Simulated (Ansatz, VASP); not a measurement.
One calculation of Pd2Au, two programs

```xyz
6
Lattice="3.8459 0.0000 0.0000 0.0000 3.8459 0.0000 0.0000 0.0000 5.8681" Properties=species:S:1:pos:R:3 pbc="T T T"
Pd    0.0000    0.0000    0.0000
Pd    1.9230    1.9230    0.0000
Pd    0.0000    1.9230    1.5844
Pd    1.9230    0.0000    4.2837
Au    0.0000    1.9230    4.1077
Au    1.9230    0.0000    1.7604
```

Alike in both runs: task relaxation of cell and atoms; functional PBE; k mesh 4 × 4 × 4; occupations gaussian, width 0.1 eV; no spin polarisation.

|  | VASP | Ansatz |
| --- | --- | --- |
| version | VASP 6.6.1 | Ansatz 0.2.0 |
| potentials or method | VASP PAW PBE potentials, release 64 (Pd, Au), cutoff 600 eV | scalar-relativistic, plane waves, PAW |
| valence electrons in the cell | 62 | 110 |

```csv
,VASP,Ansatz,Ansatz less VASP
"gap on the k mesh at the Fermi level, each at its own relaxed structure (eV)",none,none,-
relaxed volume (Å³/atom),17.21,17.23,+0.021
relaxed cell length with the largest relative difference (Å),3.874,3.877,+0.0030
```

A gap of «none» marks a metal or a gap that the smearing closes. VASP's potentials hold 62 valence electrons a cell and Ansatz's 110, so a difference there can come from the potentials and not from the codes.

The k mesh is coarse, so the values compare programs but aren't converged. Spin-orbit coupling is off throughout. Noted on VASP's run: the volume moved by over 15 % at a fixed basis, so the end points are rough.
